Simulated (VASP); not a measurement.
# KF (Fm-3m) in VASP: a series of runs, part 2 of 2

VASP 6.6.1.

## (3) Single point, PBE

The input, INCAR:

```
SYSTEM = KF
PREC = Accurate
ENCUT = 520
EDIFF = 1E-6
ISMEAR = 0
SIGMA = 0.01
LREAL = .False.
LASPH = .True.
NELM = 80
ALGO = Normal
ISIF = 2
LWAVE = .False.
LCHARG = .False.
GGA = PE
NBANDS = 15
```

The input, KPOINTS:

```
Automatic mesh
0
Gamma
  6 6 6
  0 0 0
```

The input, POSCAR:

```
KF
1.0
    0.0000000000      2.6589605554      2.6589605554
    2.6589605554      0.0000000000      2.6589605554
    2.6589605554      2.6589605554      0.0000000000
K F
1 1
Direct
    0.0000000000      0.0000000000      0.0000000000
    0.5000000000      0.5000000000      0.5000000000
```

Potentials or basis: VASP PAW PBE potentials, release 64 (K_sv, F).

Started as:

```bash
$ cat potpaw_PBE.64/K_sv/POTCAR potpaw_PBE.64/F/POTCAR > POTCAR
$ mpirun -np 1 vasp_std > vasp.out
```

OUTCAR:

```text
SYSTEM = KF
   PREC = Accurate
   ENCUT = 520
   EDIFF = 1E-6
   ISMEAR = 0
   LREAL = .False.
   LASPH = .True.
   NELM = 80
   ISIF = 2
   GGA = PE

 ion  position               nearest neighbor table
   1  0.000  0.000  0.000-   2 2.66   2 2.66   2 2.66   2 2.66   2 2.66   2 2.66
   2  0.500  0.500  0.500-   1 2.66   1 2.66   1 2.66   1 2.66   1 2.66   1 2.66

  LATTYP: Found a face centered cubic cell.
 ALAT       =     5.3179211108

  Lattice vectors:

 A1 = (   0.0000000000,   2.6589605554,   2.6589605554)
 A2 = (   2.6589605554,   0.0000000000,   2.6589605554)
 A3 = (   2.6589605554,   2.6589605554,   0.0000000000)

Analysis of symmetry for initial positions (statically):
=====================================================================
 Subroutine PRICEL returns:
 Original cell was already a primitive cell.

 Routine SETGRP: Setting up the symmetry group for a
 face centered cubic supercell.

 Subroutine GETGRP returns: Found 48 space group operations
 (whereof 48 operations were pure point group operations)
 out of a pool of 48 trial point group operations.

The static configuration has the point symmetry O_h .

Analysis of symmetry for dynamics (positions and initial velocities):
=====================================================================
 Subroutine PRICEL returns:
 Original cell was already a primitive cell.

 Routine SETGRP: Setting up the symmetry group for a
 face centered cubic supercell.

 Subroutine GETGRP returns: Found 48 space group operations
 (whereof 48 operations were pure point group operations)
 out of a pool of 48 trial point group operations.

The dynamic configuration has the point symmetry O_h .

 Subroutine INISYM returns: Found 48 space group operations
 (whereof 48 operations are pure point group operations),
 and found     1 'primitive' translations

----------------------------------------------------------------------------------------

                                     Primitive cell

  volume of cell :      37.5981

  direct lattice vectors                    reciprocal lattice vectors
     0.000000000  2.658960555  2.658960555    -0.188043406  0.188043406  0.188043406
     2.658960555  0.000000000  2.658960555     0.188043406 -0.188043406  0.188043406
     2.658960555  2.658960555  0.000000000     0.188043406  0.188043406 -0.188043406

  length of vectors
     3.760338079  3.760338079  3.760338079     0.325700734  0.325700734  0.325700734

  position of ions in fractional coordinates (direct lattice)
     0.000000000  0.000000000  0.000000000
     0.500000000  0.500000000  0.500000000

  ion indices of the primitive-cell ions
   primitive index   ion index
                 1           1
                 2           2

----------------------------------------------------------------------------------------

 KPOINTS: Automatic mesh

Automatic generation of k-mesh.
 Grid dimensions read from file:
 generate k-points for:    6    6    6

 Generating k-lattice:

  Cartesian coordinates                     Fractional coordinates (reciprocal lattice)
    -0.031340568  0.031340568  0.031340568     0.166666667  0.000000000  0.000000000
     0.031340568 -0.031340568  0.031340568     0.000000000  0.166666667  0.000000000
     0.031340568  0.031340568 -0.031340568     0.000000000  0.000000000  0.166666667

  Length of vectors
     0.054283456  0.054283456  0.054283456

[... 28 lines left out ...]
   total plane-waves  NPLWV =  21952
   dimension x,y,z NGX =    28 NGY =   28 NGZ =   28
   dimension x,y,z NGXF=    56 NGYF=   56 NGZF=   56
   ions per type =               1   1
   NGX,Y,Z   is equivalent  to a cutoff of  12.38, 12.38, 12.38 a.u.
   NGXF,Y,Z  is equivalent  to a cutoff of  24.76, 24.76, 24.76 a.u.
 SYSTEM =  KF
   PREC   = accura    normal or accurate (medium, high low for compatibility)
   ISTART =      0    job   : 0-new  1-cont  2-samecut
   ICHARG =      2    charge: 1-file 2-atom 10-const
   ISPIN  =      1    spin polarized calculation?
   LNONCOLLINEAR =      F non collinear calculations
   LSORBIT =      F    spin-orbit coupling
   LASPH  =      T    aspherical Exc in radial PAW
   ENCUT  =  520.0 eV  38.22 Ry    6.18 a.u.   6.99  6.99  6.99*2*pi/ulx,y,z
   NELM   =     80;   NELMIN=  2; NELMDL= -5     # of ELM steps
   EDIFF  = 0.1E-05   stopping-criterion for ELM
   LREAL  =      F    real-space projection
   EDIFFG = 0.1E-04   stopping-criterion for IOM
   NSW    =      0    number of steps for IOM
   IBRION =     -1    ionic relax: 0-MD 1-quasi-New 2-CG
   NFREE  =      0    steps in history (QN), initial steepest desc. (CG)
   ISIF   =      2    stress and relaxation
   ISYM   =      2    0-nonsym 1-usesym 2-fastsym
   POTIM  = 0.5000    time-step for ionic-motion
   TEBEG  =    0.0;   TEEND  =   0.0 temperature during run
   PSTRESS=    0.0 pullay stress
   NELECT =      16.0000    total number of electrons
   NUPDOWN=      -1.0000    fix difference up-down
   EMIN   =  10.00;   EMAX   =-10.00  energy-range for DOS
   EFERMI =   0.00;   METHOD = LEGACY
   ISMEAR =     0;   SIGMA  =   0.01  broadening in eV -4-tet -1-fermi 0-gaus
   EFERMI_NEDOS =   21; number of points for ismear=-14 and -15
   IALGO  =     38    algorithm
   IMIX   =      4    mixing-type and parameters
     AMIX     =   0.40;   BMIX     =  1.00
     AMIX_MAG =   1.60;   BMIX_MAG =  1.00
  volume/ion in A,a.u.               =      18.80       126.86
  Fermi-wavevector in a.u.,A,eV,Ry     =   1.231382  2.326975 20.630549  1.516303
  Thomas-Fermi vector in A             =   2.366194
   LORBIT       =      0    0 simple, 1 ext, 2 COOP (PROOUT), +10 PAW based schemes
   GGA     = PE    functional components
   LHFCALC =     F    Hartree Fock is set to
   AEXX    =    0.0000 exact exchange contribution
   IVDW    =     0    specifies the selected vdW correction
   LEPSILON=     F    determine dielectric tensor
   LRPA    =     F    only Hartree local field effects (RPA)
 non-spin polarized calculation
 Gauss-broadening in eV      SIGMA  =   0.01
  energy-cutoff  :      520.00
  volume of cell :       37.60
 maximum number of plane-waves:      1020
   NGX = 13   NGY = 13   NGZ = 13

 number of electron      16.0000010 magnetization

 Free energy of the ion-electron system (eV)
  ---------------------------------------------------
  ext. energy  EPLUGINS =         0.00000000
  ---------------------------------------------------
  free energy    TOTEN  =        -8.28358858 eV

  energy without entropy =       -8.28358858  energy(sigma->0) =       -8.28358858

 E-fermi :  -2.6425     XC(G=0):  -8.4698

 val. band max:       -2.7652211727   @ k =   0.0000   0.0000   0.0000
 cond. band min:       3.4770715783   @ k =   0.0000   0.0000   0.0000
 fundamental gap:      6.2422927510
 Fermi energy:        -2.6425020412

 k-point     1 :       0.0000    0.0000    0.0000
  band No.  band energies     occupation
      1     -28.8629      2.00000
      2     -21.4291      2.00000
      3     -12.1025      2.00000
      4     -12.1025      2.00000
      5     -12.1025      2.00000
      6      -2.7652      2.00000
      7      -2.7652      2.00000
      8      -2.7652      2.00000
      9       3.4771      0.00000
     10       7.9543      0.00000
     11       7.9543      0.00000
     12       7.9543      0.00000
     13       9.6455      0.00000
     14       9.6455      0.00000
[... 257 lines left out ...]
      2     -21.4692      2.00000
      3     -12.5966      2.00000
      4     -12.4153      2.00000
      5     -12.2251      2.00000
      6      -3.0916      2.00000
      7      -2.9544      2.00000
      8      -2.8815      2.00000
      9       6.2074      0.00000
     10       7.9307      0.00000
     11       8.2597      0.00000
     12      10.8533      0.00000
     13      11.5602      0.00000
     14      12.4484      0.00000
     15      12.6883      0.00000

------------------------ aborting loop because EDIFF is reached ----------------------------------------

  FORCE on cell =-STRESS in cart. coord.  units (eV):
  Direction    XX          YY          ZZ          XY          YZ          ZX
  --------------------------------------------------------------------------------------
  -------------------------------------------------------------------------------------
  Total        0.4613100      0.4613100      0.4613100      0.0000000      0.0000000      0.0000000
  in kB       19.6579285     19.6579285     19.6579285      0.0000000      0.0000000      0.0000000
  external PRESSURE =      19.6579285 kB  Pullay stress =       0.0000000 kB

 VOLUME and BASIS-vectors are now :
 -----------------------------------------------------------------------------
  energy-cutoff  :      520.00
  volume of cell :       37.60
      direct lattice vectors                 reciprocal lattice vectors
     0.000000000  2.658960555  2.658960555    -0.188043406  0.188043406  0.188043406
     2.658960555  0.000000000  2.658960555     0.188043406 -0.188043406  0.188043406
     2.658960555  2.658960555  0.000000000     0.188043406  0.188043406 -0.188043406

 POSITION                                       TOTAL-FORCE (eV/Angst)
 -----------------------------------------------------------------------------------
      0.00000      0.00000      0.00000        -0.000000      0.000000     -0.000000
      2.65896      2.65896      2.65896         0.000000     -0.000000      0.000000
 -----------------------------------------------------------------------------------
    total drift:                                0.000000      0.000000      0.000000

  FREE ENERGIE OF THE ION-ELECTRON SYSTEM (eV)
  ---------------------------------------------------
  free  energy   TOTEN  =        -8.2835885839 eV

  energy  without entropy=       -8.2835885839  energy(sigma->0) =       -8.28358858
```

OSZICAR:

```text
N       E                     dE             d eps       ncg     rms          rms(c)
DAV:   1     0.106505381850E+03    0.10651E+03   -0.81300E+03   480   0.103E+03
DAV:   2    -0.526838814265E+01   -0.11177E+03   -0.10377E+03   641   0.282E+02
DAV:   3    -0.944567047367E+01   -0.41773E+01   -0.41625E+01   614   0.480E+01
DAV:   4    -0.954252365339E+01   -0.96853E-01   -0.96842E-01   697   0.701E+00
DAV:   5    -0.954317695289E+01   -0.65330E-03   -0.65330E-03   601   0.593E-01    0.635E+00
DAV:   6    -0.831346216258E+01    0.12297E+01   -0.34955E+00   508   0.149E+01    0.410E+00
DAV:   7    -0.828505492632E+01    0.28407E-01   -0.66212E-02   585   0.222E+00    0.231E+00
DAV:   8    -0.828137981205E+01    0.36751E-02   -0.50432E-02   515   0.223E+00    0.192E-01
DAV:   9    -0.828290870842E+01   -0.15289E-02   -0.37978E-03   620   0.513E-01    0.124E-01
DAV:  10    -0.828346124256E+01   -0.55253E-03   -0.45801E-04   515   0.186E-01    0.608E-02
DAV:  11    -0.828358951068E+01   -0.12827E-03   -0.12836E-04   508   0.950E-02    0.198E-02
DAV:  12    -0.828358855516E+01    0.95552E-06   -0.12388E-05   607   0.354E-02    0.447E-03
DAV:  13    -0.828358858395E+01   -0.28786E-07   -0.20826E-06   529   0.130E-02
   1 F= -.82835886E+01 E0= -.82835886E+01  d E =-.306115E-69
```

stdout:

```text
POSCAR found type information on POSCAR K F
 POSCAR found :  2 types and       2 ions
 scaLAPACK will be used
 LDA part: xc-table for (Slater+PW92), standard interpolation
 POSCAR, INCAR and KPOINTS ok, starting setup
 FFT: planning ... GRIDC
 FFT: planning ... GRID_SOFT
 FFT: planning ... GRID
 WAVECAR not read
 entering main loop
```

It took 7.9 s on 1 thread of AMD EPYC 7R13 (Zen 3), shared host; peak memory 0.13 GiB.

Results:

* Free energy: -8.2836 eV
* Pressure: 2.0 GPa
* Band gap on the k mesh: 6.24 eV

## (4) Single point, HSE06

POSCAR is that of step 3.

The input, INCAR.step1:

```
SYSTEM = KF
ALGO = Normal
EDIFF = 1E-5
ENCUT = 520
GGA = PE
ISIF = 2
ISMEAR = 0
LASPH = .TRUE.
LREAL = .FALSE.
LWAVE = .TRUE.
NBANDS = 15
NELM = 60
PREC = Accurate
SIGMA = 0.01
```

The input, INCAR.step2:

```
SYSTEM = KF
ALGO = Normal
EDIFF = 1E-7
ENCUT = 520
GGA = PE
HFSCREEN = 0.2079
ISIF = 2
ISMEAR = 0
ISTART = 1
LASPH = .TRUE.
LCHARG = .TRUE.
LELF = .TRUE.
LHFCALC = .TRUE.
LREAL = .FALSE.
LVHAR = .TRUE.
LWAVE = .FALSE.
NBANDS = 15
NELM = 60
PREC = Accurate
PRECFOCK = Normal
SIGMA = 0.01
```

The input, KPOINTS:

```
k-points
0
G
  4 4 4
  0 0 0
```

Potentials or basis: VASP PAW PBE potentials, release 64 (K_sv, F).

Started as:

```bash
$ cat potpaw_PBE.64/K_sv/POTCAR potpaw_PBE.64/F/POTCAR > POTCAR
$ cp INCAR.step1 INCAR
$ mpirun -np 1 vasp_std > vasp.out
$ cp INCAR.step2 INCAR
$ mpirun -np 1 vasp_std > vasp.out
```

OUTCAR:

```text
SYSTEM = KF
   EDIFF = 1E-7
   ENCUT = 520
   GGA = PE
   HFSCREEN = 0.2079
   ISIF = 2
   ISMEAR = 0
   ISTART = 1
   LASPH = .TRUE.
   LHFCALC = .TRUE.
   LREAL = .FALSE.
   NELM = 60
   PREC = Accurate
   PRECFOCK = Normal

 ion  position               nearest neighbor table
   1  0.000  0.000  0.000-   2 2.66   2 2.66   2 2.66   2 2.66   2 2.66   2 2.66
   2  0.500  0.500  0.500-   1 2.66   1 2.66   1 2.66   1 2.66   1 2.66   1 2.66

  LATTYP: Found a face centered cubic cell.
 ALAT       =     5.3179211108

  Lattice vectors:

 A1 = (   0.0000000000,   2.6589605554,   2.6589605554)
 A2 = (   2.6589605554,   0.0000000000,   2.6589605554)
 A3 = (   2.6589605554,   2.6589605554,   0.0000000000)

Analysis of symmetry for initial positions (statically):
=====================================================================
 Subroutine PRICEL returns:
 Original cell was already a primitive cell.

 Routine SETGRP: Setting up the symmetry group for a
 face centered cubic supercell.

 Subroutine GETGRP returns: Found 48 space group operations
 (whereof 48 operations were pure point group operations)
[... 168 lines left out ...]
      5     -13.8375      2.00000
      6      -4.3550      2.00000
      7      -4.3550      2.00000
      8      -4.3550      2.00000
      9       3.8892      0.00000
     10       8.7006      0.00000
     11       8.7006      0.00000
     12       8.7006      0.00000
     13      10.5596      0.00000
     14      10.5596      0.00000
[... 113 lines left out ...]
      2     -24.6128      2.00000
      3     -14.2600      2.00000
      4     -14.2600      2.00000
      5     -13.9231      2.00000
      6      -4.7774      2.00000
      7      -4.5028      2.00000
      8      -4.5028      2.00000
      9       7.5930      0.00000
     10       7.5930      0.00000
     11       9.3351      0.00000
     12      11.6857      0.00000
     13      12.6682      0.00000
     14      13.1520      0.00000
     15      14.4048      0.00000

------------------------ aborting loop because EDIFF is reached ----------------------------------------

  FORCE on cell =-STRESS in cart. coord.  units (eV):
  Direction    XX          YY          ZZ          XY          YZ          ZX
  --------------------------------------------------------------------------------------
  -------------------------------------------------------------------------------------
  Total        0.2586312      0.2586312      0.2586312     -0.0000000     -0.0000000      0.0000000
  in kB       11.0211211     11.0211211     11.0211211     -0.0000000     -0.0000000      0.0000000
  external PRESSURE =      11.0211211 kB  Pullay stress =       0.0000000 kB

 VOLUME and BASIS-vectors are now :
 -----------------------------------------------------------------------------
  energy-cutoff  :      520.00
  volume of cell :       37.60
      direct lattice vectors                 reciprocal lattice vectors
     0.000000000  2.658960555  2.658960555    -0.188043406  0.188043406  0.188043406
     2.658960555  0.000000000  2.658960555     0.188043406 -0.188043406  0.188043406
     2.658960555  2.658960555  0.000000000     0.188043406  0.188043406 -0.188043406

 POSITION                                       TOTAL-FORCE (eV/Angst)
 -----------------------------------------------------------------------------------
      0.00000      0.00000      0.00000        -0.000000      0.000000     -0.000000
      2.65896      2.65896      2.65896         0.000000     -0.000000      0.000000
 -----------------------------------------------------------------------------------
    total drift:                                0.000001      0.000002      0.000002

  FREE ENERGIE OF THE ION-ELECTRON SYSTEM (eV)
  ---------------------------------------------------
  free  energy   TOTEN  =        -9.9619150661 eV

  energy  without entropy=       -9.9619150661  energy(sigma->0) =       -9.96191507
```

It took 6.8 min on 1 thread of AMD EPYC 7R13 (Zen 3), shared host; peak memory 0.24 GiB.

What came out:

- Free energy: -9.9619 eV
- Pressure: 1.1 GPa
- Band gap on the k mesh: 8.24 eV

Levels at points of the mesh, in eV from the valence-band top:
| k point | band 4 | band 5 | band 6 | band 7 | band 8 | band 9 | band 10 | band 11 | band 12 | band 13 |
| --- | --- | --- | --- | --- | --- | --- | --- | --- | --- | --- |
| (0.00, 0.00, 0.00) | -9.48 | -9.48 | 0.00 | 0.00 | 0.00 | 8.24 | 13.06 | 13.06 | 13.06 | 14.91 |
| (0.50, 0.00, 0.00) | -9.51 | -9.51 | -0.80 | -0.36 | -0.36 | 11.27 | 12.78 | 14.62 | 14.62 | 17.11 |
| (0.50, 0.50, 0.00) | -9.71 | -9.71 | -0.19 | -0.05 | -0.05 | 10.33 | 12.71 | 14.05 | 16.33 | 17.01 |

Caveat: the k points lie up to 0.51 Å⁻¹ apart; the PAW data sets were made with another functional, which shifts forces and pressure a little.

## (5) Summary

| level | k mesh | grid for exact exchange (PRECFOCK) | share of exact exchange | screening parameter | gap on the mesh (eV) | pressure (GPa) |
| --- | --- | --- | --- | --- | --- | --- |
| r2SCAN | 4 × 4 × 4 | - | - | - | 6.91 | 0.0 |
| PBE | 6 × 6 × 6 | - | - | - | 6.24 | 2.0 |
| HSE06 | 4 × 4 × 4 | Normal | 0.25 | 0.2079 1/Å | 8.24 | 1.1 |

Alike in all rows: task single point; potentials or basis VASP PAW PBE potentials, release 64 (K_sv, F); no spin polarisation; cell as given; cutoff (eV) 520; smearing gaussian 0.01 eV.

Caveats: some runs use coarse meshes; the PAW data sets were made with another functional, which shifts forces and pressure a little (at least some runs).

Absolute energies hang on the potentials; compare differences alone.
